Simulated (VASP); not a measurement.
# SiC in VASP: further runs

The runs below take SiC through single point, with PBEsol.

Program: VASP 6.6.1. These are calculated values, not measurements. Logs are shortened: lines on timing, memory, paths and dates and some standing lists are left out, and cuts for length are marked.

**Experimental background.**

From “Insight into the structural, elastic and electronic properties of a new orthorhombic 6O-SiC polytype”, 2020, pmc:7200658, for a bulk crystal of SiC: band gap 2.4 eV (indirect).

How close the calculation comes is told below.

## 1. The cell of the first run

Symmetry: F-43m, No. 216, cubic system. The conventional cell has a = 4.357 Å, b = 4.357 Å, c = 4.357 Å, α = 90.00°, β = 90.00°, γ = 90.00°. Within 2.5 Å of Si (site symmetry -43m) lie 4 C at 1.89 Å. Within 2.5 Å of C (site symmetry -43m) lie 4 Si at 1.89 Å.

## 2. Single point, PBEsol

Contents of INCAR:

```
ALGO = Normal ; EDIFF = 1E-6
ENCUT = 520 ; GGA = PS
ISIF = 2 ; ISMEAR = 0
LASPH = T ; LCHARG = F
LREAL = F ; LWAVE = F
NBANDS = 11 ; NELM = 80
PREC = Accurate ; SIGMA = 0.05
```

Contents of KPOINTS:

```
k-points
0
Gamma
  12 12 12
```

Contents of POSCAR:

```
SiC
1.0
    0.0000000000      2.1783945700      2.1783945700
    2.1783945700      0.0000000000      2.1783945700
    2.1783945700      2.1783945700      0.0000000000
Si C
1 1
Direct
    0.0000000000      0.0000000000      0.0000000000
    0.7500000000      0.7500000000      0.7500000000
```

Potentials or basis: VASP PAW PBE potentials, release 64 (Si, C).

On the command line:

```
cat potpaw_PBE.64/Si/POTCAR potpaw_PBE.64/C/POTCAR > POTCAR
mpirun -np 1 vasp_std > vasp.out
```

OUTCAR:

```text
EDIFF = 1E-6
   ENCUT = 520
   GGA = PS
   ISIF = 2
   ISMEAR = 0
   LASPH = T
   LREAL = F
   NELM = 80
   PREC = Accurate

 ion  position               nearest neighbor table
   1  0.000  0.000  0.000-   2 1.89   2 1.89   2 1.89   2 1.89
   2  0.750  0.750  0.750-   1 1.89   1 1.89   1 1.89   1 1.89

  LATTYP: Found a face centered cubic cell.
 ALAT       =     4.3567891400

  Lattice vectors:

 A1 = (   0.0000000000,   2.1783945700,   2.1783945700)
 A2 = (   2.1783945700,   0.0000000000,   2.1783945700)
 A3 = (   2.1783945700,   2.1783945700,   0.0000000000)

Analysis of symmetry for initial positions (statically):
=====================================================================
 Subroutine PRICEL returns:
 Original cell was already a primitive cell.

 Routine SETGRP: Setting up the symmetry group for a
 face centered cubic supercell.

 Subroutine GETGRP returns: Found 24 space group operations
 (whereof 24 operations were pure point group operations)
 out of a pool of 48 trial point group operations.

The static configuration has the point symmetry T_d .

Analysis of symmetry for dynamics (positions and initial velocities):
=====================================================================
 Subroutine PRICEL returns:
 Original cell was already a primitive cell.

 Routine SETGRP: Setting up the symmetry group for a
 face centered cubic supercell.

 Subroutine GETGRP returns: Found 24 space group operations
 (whereof 24 operations were pure point group operations)
 out of a pool of 48 trial point group operations.

The dynamic configuration has the point symmetry T_d .

 Subroutine INISYM returns: Found 24 space group operations
 (whereof 24 operations are pure point group operations),
 and found     1 'primitive' translations

----------------------------------------------------------------------------------------

                                     Primitive cell

  volume of cell :      20.6747

  direct lattice vectors                    reciprocal lattice vectors
     0.000000000  2.178394570  2.178394570    -0.229526830  0.229526830  0.229526830
     2.178394570  0.000000000  2.178394570     0.229526830 -0.229526830  0.229526830
     2.178394570  2.178394570  0.000000000     0.229526830  0.229526830 -0.229526830

  length of vectors
     3.080715145  3.080715145  3.080715145     0.397552131  0.397552131  0.397552131

  position of ions in fractional coordinates (direct lattice)
     0.000000000  0.000000000  0.000000000
     0.750000000  0.750000000  0.750000000

  ion indices of the primitive-cell ions
   primitive index   ion index
                 1           1
                 2           2

----------------------------------------------------------------------------------------

 KPOINTS: k-points

Automatic generation of k-mesh.
 Grid dimensions read from file:
 generate k-points for:   12   12   12

 Generating k-lattice:

  Cartesian coordinates                     Fractional coordinates (reciprocal lattice)
    -0.019127236  0.019127236  0.019127236     0.083333333  0.000000000  0.000000000
     0.019127236 -0.019127236  0.019127236     0.000000000  0.083333333  0.000000000
     0.019127236  0.019127236 -0.019127236     0.000000000  0.000000000  0.083333333

  Length of vectors
     0.033129344  0.033129344  0.033129344

  Shift w.r.t. Gamma in fractional coordinates (k-lattice)
     0.000000000  0.000000000  0.000000000

 Subroutine IBZKPT returns following result:
 ===========================================

 Found     72 irreducible k-points:

 Following reciprocal coordinates:
            Coordinates               Weight
  0.000000  0.000000  0.000000      1.000000
  0.083333  0.000000  0.000000      8.000000
  0.166667  0.000000  0.000000      8.000000
  0.250000  0.000000  0.000000      8.000000
  0.333333  0.000000  0.000000      8.000000
  0.416667  0.000000  0.000000      8.000000
[... 16 lines left out ...]
  0.500000  0.166667  0.000000     24.000000
 -0.416667  0.166667  0.000000     24.000000
 [... further k-points ...]
   k-points           NKPTS =     72   k-points in BZ     NKDIM =     72   number of bands    NBANDS=     11
   number of dos      NEDOS =    301   number of ions     NIONS =      2
   total plane-waves  NPLWV =  13824
   dimension x,y,z NGX =    24 NGY =   24 NGZ =   24
   dimension x,y,z NGXF=    48 NGYF=   48 NGZF=   48
   ions per type =               1   1
   NGX,Y,Z   is equivalent  to a cutoff of  12.95, 12.95, 12.95 a.u.
   NGXF,Y,Z  is equivalent  to a cutoff of  25.90, 25.90, 25.90 a.u.
 SYSTEM =  unknown system
   PREC   = accura    normal or accurate (medium, high low for compatibility)
   ISTART =      0    job   : 0-new  1-cont  2-samecut
   ICHARG =      2    charge: 1-file 2-atom 10-const
   ISPIN  =      1    spin polarized calculation?
   LNONCOLLINEAR =      F non collinear calculations
   LSORBIT =      F    spin-orbit coupling
   LASPH  =      T    aspherical Exc in radial PAW
   ENCUT  =  520.0 eV  38.22 Ry    6.18 a.u.   5.73  5.73  5.73*2*pi/ulx,y,z
   NELM   =     80;   NELMIN=  2; NELMDL= -5     # of ELM steps
   EDIFF  = 0.1E-05   stopping-criterion for ELM
   LREAL  =      F    real-space projection
   EDIFFG = 0.1E-04   stopping-criterion for IOM
   NSW    =      0    number of steps for IOM
   IBRION =     -1    ionic relax: 0-MD 1-quasi-New 2-CG
   NFREE  =      0    steps in history (QN), initial steepest desc. (CG)
   ISIF   =      2    stress and relaxation
   ISYM   =      2    0-nonsym 1-usesym 2-fastsym
   POTIM  = 0.5000    time-step for ionic-motion
   TEBEG  =    0.0;   TEEND  =   0.0 temperature during run
   PSTRESS=    0.0 pullay stress
   NELECT =       8.0000    total number of electrons
   NUPDOWN=      -1.0000    fix difference up-down
   EMIN   =  10.00;   EMAX   =-10.00  energy-range for DOS
   EFERMI =   0.00;   METHOD = LEGACY
   ISMEAR =     0;   SIGMA  =   0.05  broadening in eV -4-tet -1-fermi 0-gaus
   EFERMI_NEDOS =   21; number of points for ismear=-14 and -15
   IALGO  =     38    algorithm
   IMIX   =      4    mixing-type and parameters
     AMIX     =   0.40;   BMIX     =  1.00
     AMIX_MAG =   1.60;   BMIX_MAG =  1.00
  volume/ion in A,a.u.               =      10.34        69.76
  Fermi-wavevector in a.u.,A,eV,Ry     =   1.192957  2.254363 19.363097  1.423147
  Thomas-Fermi vector in A             =   2.328983
   LORBIT       =      0    0 simple, 1 ext, 2 COOP (PROOUT), +10 PAW based schemes
   GGA     = PS    functional components
   LHFCALC =     F    Hartree Fock is set to
   AEXX    =    0.0000 exact exchange contribution
   IVDW    =     0    specifies the selected vdW correction
   LEPSILON=     F    determine dielectric tensor
   LRPA    =     F    only Hartree local field effects (RPA)
 non-spin polarized calculation
 Gauss-broadening in eV      SIGMA  =   0.05
  energy-cutoff  :      520.00
  volume of cell :       20.67
 maximum number of plane-waves:       568
   NGX = 11   NGY = 11   NGZ = 11

 number of electron       8.0000001 magnetization

 Free energy of the ion-electron system (eV)
  ---------------------------------------------------
  ext. energy  EPLUGINS =         0.00000000
  ---------------------------------------------------
  free energy    TOTEN  =       -15.91509661 eV

  energy without entropy =      -15.91509661  energy(sigma->0) =      -15.91509661

 E-fermi :   8.3286     XC(G=0): -11.5085

 val. band max:        8.0657834815   @ k =   0.0000   0.0000   0.0000
 cond. band min:       9.2989378150   @ k =   0.5000   0.5000   0.0000
 fundamental gap:      1.2331543335
 Fermi energy:         8.3286064014

 k-point     1 :       0.0000    0.0000    0.0000
  band No.  band energies     occupation
      1      -7.3649      2.00000
      2       8.0658      2.00000
      3       8.0658      2.00000
      4       8.0658      2.00000
      5      14.2627      0.00000
      6      15.3141      0.00000
      7      15.3141      0.00000
      8      15.3141      0.00000
      9      22.5270      0.00000
     10      22.5270      0.00000
     11      24.3412      0.00000

 k-point     2 :       0.0833    0.0000    0.0000
  band No.  band energies     occupation
      1      -7.2284      2.00000
      2       7.3341      2.00000
      3       7.9701      2.00000
      4       7.9701      2.00000
      5      14.4949      0.00000
      6      15.4723      0.00000
      7      15.4909      0.00000
      8      15.4909      0.00000
      9      21.7571      0.00000
     10      21.7571      0.00000
     11      24.2619      0.00000

 k-point     3 :       0.1667    0.0000    0.0000
  band No.  band energies     occupation
      1      -6.8230      2.00000
      2       5.6810      2.00000
      3       7.7335      2.00000
      4       7.7335      2.00000
      5      14.3531      0.00000
      6      15.8329      0.00000
      7      15.8329      0.00000
      8      16.3668      0.00000
      9      20.9546      0.00000
     10      20.9546      0.00000
     11      23.5294      0.00000

 k-point     4 :       0.2500    0.0000    0.0000
  band No.  band energies     occupation
      1      -6.1627      2.00000
      2       3.7492      2.00000
      3       7.4562      2.00000
      4       7.4562      2.00000
      5      13.9980      0.00000
      6      15.9086      0.00000
      7      15.9086      0.00000
      8      17.3489      0.00000
      9      21.0998      0.00000
     10      21.0998      0.00000
     11      23.0102      0.00000

 k-point     5 :       0.3333    0.0000    0.0000
  band No.  band energies     occupation
      1      -5.2854      2.00000
      2       1.8547      2.00000
      3       7.2179      2.00000
      4       7.2179      2.00000
      5      13.6965      0.00000
      6      15.6336      0.00000
      7      15.6336      0.00000
      8      17.8841      0.00000
      9      22.2682      0.00000
     10      22.2682      0.00000
     11      23.1444      0.00000
[... 211 lines left out ...]
 k-point    21 :       0.3333    0.1667    0.0000
  band No.  band energies     occupation
      1      -5.4267      2.00000
      2       3.2705      2.00000
      3       6.2551      2.00000
      4       6.3084      2.00000
      5      12.8836      0.00000
      6      15.5664      0.00000
      7      16.9880      0.00000
      8      17.6617      0.00000
      9      20.6291      0.00000
     10      24.1327      0.00000
     11      25.7134      0.00000

 k-point    22 :       0.4167    0.1667    0.0000
  band No.  band energies     occupation
      1      -4.5144      2.00000
      2       1.5832      2.00000
      3       5.7335      2.00000
      4       6.2184      2.00000
      5      12.7483      0.00000
      6      15.9051      0.00000
      7      17.2922      0.00000
      8      17.4899      0.00000
      9      21.4396      0.00000
     10      25.2951      0.00000
     11      25.8242      0.00000

 k-point    23 :       0.5000    0.1667    0.0000
  band No.  band energies     occupation
      1      -3.6196      2.00000
      2       0.2423      2.00000
      3       5.2717      2.00000
      4       6.3014      2.00000
      5      12.8028      0.00000
      6      15.8209      0.00000
      7      16.8522      0.00000
      8      18.6425      0.00000
      9      21.9114      0.00000
     10      25.2938      0.00000
     11      26.1214      0.00000

 k-point    24 :      -0.4167    0.1667    0.0000
  band No.  band energies     occupation
      1      -3.4339      2.00000
      2      -0.0030      2.00000
      3       4.9547      2.00000
      4       6.5435      2.00000
      5      13.1132      0.00000
      6      15.7267      0.00000
      7      16.5318      0.00000
      8      19.1768      0.00000
      9      22.6370      0.00000
     10      23.3906      0.00000
     11      26.0876      0.00000

 [... further k-points ...]
[... 5 lines left out ...]
  --------------------------------------------------------------------------------------
  -------------------------------------------------------------------------------------
  Total        0.0462747      0.0462747      0.0462747      0.0000000      0.0000000     -0.0000000
  in kB        3.5860325      3.5860325      3.5860325      0.0000000      0.0000000     -0.0000000
  external PRESSURE =       3.5860325 kB  Pullay stress =       0.0000000 kB

 VOLUME and BASIS-vectors are now :
 -----------------------------------------------------------------------------
  energy-cutoff  :      520.00
  volume of cell :       20.67
      direct lattice vectors                 reciprocal lattice vectors
     0.000000000  2.178394570  2.178394570    -0.229526830  0.229526830  0.229526830
     2.178394570  0.000000000  2.178394570     0.229526830 -0.229526830  0.229526830
     2.178394570  2.178394570  0.000000000     0.229526830  0.229526830 -0.229526830

 POSITION                                       TOTAL-FORCE (eV/Angst)
 -----------------------------------------------------------------------------------
      0.00000      0.00000      0.00000        -0.000000     -0.000000     -0.000000
      3.26759      3.26759      3.26759         0.000000      0.000000      0.000000
 -----------------------------------------------------------------------------------
    total drift:                               -0.000000     -0.000000     -0.000000

  FREE ENERGIE OF THE ION-ELECTRON SYSTEM (eV)
  ---------------------------------------------------
  free  energy   TOTEN  =       -15.9150966092 eV

  energy  without entropy=      -15.9150966092  energy(sigma->0) =      -15.91509661
```

It took 8.6 s on 1 thread of AMD EPYC 9R45 (Zen 5), shared host; peak memory 0.11 GiB.

What came out:

```yaml
Free_energy: -15.9151 eV
Pressure: 0.4 GPa
Band_gap_on_the_k_mesh: 1.23 eV, indirect (least direct gap 4.44 eV)
```

Caveat: the PAW data sets were made with another functional, which shifts forces and pressure a little.

(Part 1 of 3 ends here.)
